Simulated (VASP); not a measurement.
# Mo (P6/mmm) in VASP: further runs, part 2 of 2

VASP 6.6.1.

### 4 Single point, r2SCAN (strain +0.000 along x and y, -0.015 along z)

Contents of POSCAR:

```
Mo
1.0
    2.7355103972      0.0000000000      0.0000000000
   -1.3677551986      2.3690214963      0.0000000000
    0.0000000000      0.0000000000      2.5168529895
Mo
1
Direct
    0.0000000000      0.0000000000      0.5000000000
```

Contents of INCAR.step1:

```
SYSTEM = Mo
PREC = Accurate ; ENCUT = 520
ISMEAR = 0 ; SIGMA = 0.15
LREAL = .FALSE. ; LASPH = .TRUE.
NELM = 80 ; NBANDS = 13
GGA = PE ; ALGO = Normal
EDIFF = 1E-4 ; LWAVE = .TRUE.
LCHARG = .FALSE.
```

Contents of INCAR.step2:

```
SYSTEM = Mo
PREC = Accurate ; ENCUT = 520
EDIFF = 1E-6 ; ISMEAR = 0
SIGMA = 0.15 ; LREAL = .FALSE.
LASPH = .TRUE. ; NELM = 80
ALGO = Normal ; ISIF = 2
LWAVE = .FALSE. ; LCHARG = .FALSE.
METAGGA = R2SCAN ; LMIXTAU = .TRUE.
NBANDS = 13 ; ISTART = 1
```

Contents of KPOINTS:

```
regular mesh
0
G
  18 18 18
  0 0 0
```

Potentials or basis: VASP PAW PBE potentials, release 64 (Mo_sv).

Command:

```
$ cat potpaw_PBE.64/Mo_sv/POTCAR > POTCAR
$ cp INCAR.step1 INCAR
$ mpirun -np 1 vasp_std > vasp.out
$ cp INCAR.step2 INCAR
$ mpirun -np 1 vasp_std > vasp.out
```

OUTCAR:

```text
SYSTEM = Mo
   PREC = Accurate
   ENCUT = 520
   EDIFF = 1E-6
   ISMEAR = 0
   LREAL = .FALSE.
   LASPH = .TRUE.
   NELM = 80
   ISIF = 2
   METAGGA = R2SCAN
   ISTART = 1

 ion  position               nearest neighbor table
   1  0.000  0.000  0.500-

  LATTYP: Found a hexagonal cell.
 ALAT       =     2.7355103972
 C/A-ratio  =     0.9200670530

  Lattice vectors:

 A1 = (   2.7355103972,   0.0000000000,   0.0000000000)
 A2 = (  -1.3677551986,   2.3690214963,   0.0000000000)
 A3 = (   0.0000000000,   0.0000000000,   2.5168529895)

Analysis of symmetry for initial positions (statically):
=====================================================================
 Subroutine PRICEL returns:
 Original cell was already a primitive cell.

 Routine SETGRP: Setting up the symmetry group for a
 hexagonal supercell.

 Subroutine GETGRP returns: Found 24 space group operations
 (whereof 24 operations were pure point group operations)
 out of a pool of 24 trial point group operations.

The static configuration has the point symmetry D_6h.

Analysis of symmetry for dynamics (positions and initial velocities):
=====================================================================
 Subroutine PRICEL returns:
 Original cell was already a primitive cell.

 Routine SETGRP: Setting up the symmetry group for a
 hexagonal supercell.

 Subroutine GETGRP returns: Found 24 space group operations
 (whereof 24 operations were pure point group operations)
 out of a pool of 24 trial point group operations.

The dynamic configuration has the point symmetry D_6h.

 Subroutine INISYM returns: Found 24 space group operations
 (whereof 24 operations are pure point group operations),
 and found     1 'primitive' translations

----------------------------------------------------------------------------------------

                                     Primitive cell

  volume of cell :      16.3104

  direct lattice vectors                    reciprocal lattice vectors
     2.735510397  0.000000000  0.000000000     0.365562493  0.211057604  0.000000000
    -1.367755199  2.369021496  0.000000000     0.000000000  0.422115207  0.000000000
     0.000000000  0.000000000  2.516852989     0.000000000  0.000000000  0.397321577

  length of vectors
     2.735510397  2.735510397  2.516852989     0.422115207  0.422115207  0.397321577

  position of ions in fractional coordinates (direct lattice)
     0.000000000  0.000000000  0.500000000

  ion indices of the primitive-cell ions
   primitive index   ion index
                 1           1

----------------------------------------------------------------------------------------

 KPOINTS: regular mesh

Automatic generation of k-mesh.
 Grid dimensions read from file:
 generate k-points for:   18   18   18

 Generating k-lattice:

  Cartesian coordinates                     Fractional coordinates (reciprocal lattice)
     0.020309027  0.011725422  0.000000000     0.055555556 -0.000000000  0.000000000
     0.000000000  0.023450845  0.000000000     0.000000000  0.055555556  0.000000000
     0.000000000  0.000000000  0.022073421     0.000000000  0.000000000  0.055555556

  Length of vectors
     0.023450845  0.023450845  0.022073421

  Shift w.r.t. Gamma in fractional coordinates (k-lattice)
     0.000000000  0.000000000  0.000000000

 Subroutine IBZKPT returns following result:
 ===========================================

 Found    370 irreducible k-points:

 Following reciprocal coordinates:
            Coordinates               Weight
  0.000000  0.000000  0.000000      1.000000
  0.055556  0.000000  0.000000      6.000000
  0.111111  0.000000  0.000000      6.000000
  0.166667 -0.000000  0.000000      6.000000
  0.222222 -0.000000  0.000000      6.000000
  0.277778  0.000000  0.000000      6.000000
[... 16 lines left out ...]
  0.333333  0.111111  0.000000     12.000000
  0.388889  0.111111  0.000000     12.000000
 [... further k-points ...]
   k-points           NKPTS =    370   k-points in BZ     NKDIM =    370   number of bands    NBANDS=     13
   number of dos      NEDOS =    301   number of ions     NIONS =      1
   total plane-waves  NPLWV =   8000
   dimension x,y,z NGX =    20 NGY =   20 NGZ =   20
   dimension x,y,z NGXF=    40 NGYF=   40 NGZF=   40
   ions per type =               1
   NGX,Y,Z   is equivalent  to a cutoff of  12.15, 12.15, 13.21 a.u.
   NGXF,Y,Z  is equivalent  to a cutoff of  24.31, 24.31, 26.42 a.u.
 SYSTEM =  Mo
   PREC   = accura    normal or accurate (medium, high low for compatibility)
   ISTART =      1    job   : 0-new  1-cont  2-samecut
   ICHARG =      0    charge: 1-file 2-atom 10-const
   ISPIN  =      1    spin polarized calculation?
   LNONCOLLINEAR =      F non collinear calculations
   LSORBIT =      F    spin-orbit coupling
   LASPH  =      T    aspherical Exc in radial PAW
   ENCUT  =  520.0 eV  38.22 Ry    6.18 a.u.   5.09  5.09  4.68*2*pi/ulx,y,z
   NELM   =     80;   NELMIN=  2; NELMDL=  0     # of ELM steps
   EDIFF  = 0.1E-05   stopping-criterion for ELM
   LREAL  =      F    real-space projection
   EDIFFG = 0.1E-04   stopping-criterion for IOM
   NSW    =      0    number of steps for IOM
   IBRION =     -1    ionic relax: 0-MD 1-quasi-New 2-CG
   NFREE  =      0    steps in history (QN), initial steepest desc. (CG)
   ISIF   =      2    stress and relaxation
   ISYM   =      2    0-nonsym 1-usesym 2-fastsym
   POTIM  = 0.5000    time-step for ionic-motion
   TEBEG  =    0.0;   TEEND  =   0.0 temperature during run
   PSTRESS=    0.0 pullay stress
   NELECT =      14.0000    total number of electrons
   NUPDOWN=      -1.0000    fix difference up-down
   EMIN   =  10.00;   EMAX   =-10.00  energy-range for DOS
   EFERMI =   0.00;   METHOD = LEGACY
   ISMEAR =     0;   SIGMA  =   0.15  broadening in eV -4-tet -1-fermi 0-gaus
   EFERMI_NEDOS =   21; number of points for ismear=-14 and -15
   IALGO  =     38    algorithm
   IMIX   =      4    mixing-type and parameters
     AMIX     =   0.40;   BMIX     =  1.00
     AMIX_MAG =   1.60;   BMIX_MAG =  1.00
  volume/ion in A,a.u.               =      16.31       110.07
  Fermi-wavevector in a.u.,A,eV,Ry     =   1.555831  2.940094 32.934402  2.420610
  Thomas-Fermi vector in A             =   2.659715
   LORBIT       =      0    0 simple, 1 ext, 2 COOP (PROOUT), +10 PAW based schemes
   METAGGA = R2SCAN    functional components
   LHFCALC =     F    Hartree Fock is set to
   AEXX    =    0.0000 exact exchange contribution
   IVDW    =     0    specifies the selected vdW correction
   LEPSILON=     F    determine dielectric tensor
   LRPA    =     F    only Hartree local field effects (RPA)
 non-spin polarized calculation
 Gauss-broadening in eV      SIGMA  =   0.15
  energy-cutoff  :      520.00
  volume of cell :       16.31
 maximum number of plane-waves:       454
   NGX = 11   NGY = 11   NGZ =  9

 number of electron      14.0000006 magnetization

 Free energy of the ion-electron system (eV)
  ---------------------------------------------------
  ext. energy  EPLUGINS =         0.00000000
  ---------------------------------------------------
  free energy    TOTEN  =       -25.14931859 eV

  energy without entropy =      -25.13983647  energy(sigma->0) =      -25.14457753

 E-fermi :  11.7568     XC(G=0): -14.2372

 val. band max:       11.7555566783   @ k =   0.2778   0.1111   0.3333
 cond. band min:      11.7583381787   @ k =   0.1111   0.0000   0.2778
 fundamental gap:      0.0027815004
 Fermi energy:        11.7568055849

 k-point     1 :       0.0000    0.0000    0.0000
  band No.  band energies     occupation
      1     -51.2325      2.00000
      2     -23.7178      2.00000
      3     -23.7178      2.00000
      4     -23.5463      2.00000
      5       4.5577      2.00000
      6       6.9744      2.00000
      7      10.7941      2.00000
      8      10.7941      2.00000
      9      16.3093      0.00000
     10      16.3093      0.00000
     11      25.2048      0.00000
     12      29.0925      0.00000
     13      33.5703      0.00000
[... 353 lines left out ...]
 k-point    24 :       0.3889    0.1111    0.0000
  band No.  band energies     occupation
      1     -50.9828      2.00000
      2     -25.1136      2.00000
      3     -24.1643      2.00000
      4     -23.3856      2.00000
      5       7.0423      2.00000
      6       8.2318      2.00000
      7      11.6961      1.43317
      8      13.3387      0.00000
      9      15.3851      0.00000
     10      16.8623      0.00000
     11      22.4394      0.00000
     12      25.0574      0.00000
     13      30.2385      0.00000

 [... further k-points ...]
[... 5 lines left out ...]
  --------------------------------------------------------------------------------------
  -------------------------------------------------------------------------------------
  Total        0.5023711      0.5023711      0.5332141      0.0000000     -0.0000000      0.0000000
  in kB       49.3480553     49.3480553     52.3777636      0.0000000     -0.0000000      0.0000000
  external PRESSURE =      50.3579581 kB  Pullay stress =       0.0000000 kB

 VOLUME and BASIS-vectors are now :
 -----------------------------------------------------------------------------
  energy-cutoff  :      520.00
  volume of cell :       16.31
      direct lattice vectors                 reciprocal lattice vectors
     2.735510397  0.000000000  0.000000000     0.365562493  0.211057604  0.000000000
    -1.367755199  2.369021496  0.000000000     0.000000000  0.422115207  0.000000000
     0.000000000  0.000000000  2.516852989     0.000000000  0.000000000  0.397321577

 POSITION                                       TOTAL-FORCE (eV/Angst)
 -----------------------------------------------------------------------------------
      0.00000      0.00000      1.25843        -0.000000      0.000000      0.000000
 -----------------------------------------------------------------------------------
    total drift:                               -0.000000      0.000000     -0.000000

  FREE ENERGIE OF THE ION-ELECTRON SYSTEM (eV)
  ---------------------------------------------------
  free  energy   TOTEN  =       -25.1493185868 eV

  energy  without entropy=      -25.1398364699  energy(sigma->0) =      -25.14457753
```

Run time: 97 s. Hardware: 1 thread of Intel Xeon 6975P-C (Granite Rapids), shared host; peak memory 0.18 GiB.

What came out:

- Free energy: -25.1493 eV
- Pressure: 5.0 GPa
- Band gap on the k mesh: zero (band 7 reaches 12.72 eV, above the bottom of band 8 at 10.79 eV)

Caveat: the cell differs from its parent crystal (strain +0.000 along x and y, -0.015 along z); the PAW data sets were made with another functional, which shifts forces and pressure a little.

### 5 Overview

```tsv
cell	gap on the mesh (eV)	pressure (GPa)
a = 2.736, b = 2.736, c = 2.479 Å, angles 90.0, 90.0, 120.0°, 1 atom	none	8.8
a = 2.694, b = 2.694, c = 2.555 Å, angles 90.0, 90.0, 120.0°, 1 atom	none	9.0
a = 2.736, b = 2.736, c = 2.517 Å, angles 90.0, 90.0, 120.0°, 1 atom	none	5.0
```

Alike in all rows: task single point; level r2SCAN; potentials or basis VASP PAW PBE potentials, release 64 (Mo_sv); no spin polarisation; k mesh 18 × 18 × 18; cutoff (eV) 520; smearing gaussian 0.15 eV.

Caveats: the PAW data sets were made with another functional, which shifts forces and pressure a little.

Absolute energies hang on the potentials; compare differences alone.
